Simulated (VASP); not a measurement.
Here is a VASP 6.6.1 calculation.

INCAR

```
PREC = Accurate ; ENCUT = 520
EDIFF = 1E-6 ; ISMEAR = 0
SIGMA = 0.02 ; LREAL = False
LASPH = True ; NELM = 100
ALGO = Normal ; ISIF = 2
LWAVE = False ; LCHARG = False
GGA = PE ; NBANDS = 15
```

KPOINTS

```
Automatic mesh
0
Gamma
  8 8 8
```

Contents of POSCAR:

```
CaO
1.0
    0.0000000000      2.3910923698      2.3910923698
    2.3910923698      0.0000000000      2.3910923698
    2.3910923698      2.3910923698      0.0000000000
Ca O
1 1
Direct
    0.0000000000      0.0000000000      0.0000000000
    0.5000000000      0.5000000000      0.5000000000
```

Potentials or basis: VASP PAW PBE potentials, release 64 (Ca_sv, O).

Run with:

```sh
$ cat potpaw_PBE.64/Ca_sv/POTCAR potpaw_PBE.64/O/POTCAR > POTCAR
$ mpirun -np 1 vasp_std > vasp.out
```

Question: What does it give for the band gap on the k mesh?

Answer: 3.63 eV, indirect (least direct gap 4.00 eV).

Question: Estimate the pressure.

Answer: 4.0 GPa.

 A k mesh can miss the band edges.
